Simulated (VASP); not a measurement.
Write the native input for VASP 6.6.1 that does the following.

```
Task                   : single point
Functional             : PBE
Potentials or basis    : VASP PAW PBE potentials, release 64 (Zr_sv)
Cutoff                 : 520 eV
k mesh                 : 10 × 10 × 10
Occupations            : fermi-dirac, width 0.05 eV
Spin                   : no spin polarisation
Dipole correction      : no
Further INCAR settings : ALGO = Normal; EDIFF = 1e-06; NBANDS = 12
```

The structure of Zr lies in POSCAR:

```
Zr
1.0
   -1.8338185209      1.8338185209      1.8338185209
    1.8338185209     -1.8338185209      1.8338185209
    1.8338185209      1.8338185209     -1.8338185209
Zr
1
Direct
    0.0000000000      0.0000000000      0.0000000000
```

This cell differs from its parent crystal: volume scaled by 1.04.

The input as run:

INCAR

```
PREC = Accurate
ENCUT = 520
EDIFF = 1E-6
ISMEAR = -1
SIGMA = 0.05
LREAL = F
LASPH = T
NELM = 80
ALGO = Normal
ISIF = 2
LWAVE = F
LCHARG = F
GGA = PE
NBANDS = 12
```

KPOINTS

```
Automatic mesh
0
Gamma
  10 10 10
```

Potentials or basis: VASP PAW PBE potentials, release 64 (Zr_sv).

The run is started by

```sh
$ cat potpaw_PBE.64/Zr_sv/POTCAR > POTCAR
$ mpirun -np 1 vasp_std > vasp.out
```

Results of the run:

* Pressure: -6.1 GPa
* Band gap on the k mesh: zero (band 6 reaches 9.18 eV, above the bottom of band 7 at 7.41 eV)

Run time: 18 s on 1 thread of AMD EPYC 7R13 (shared host), peak memory 0.14 GiB.
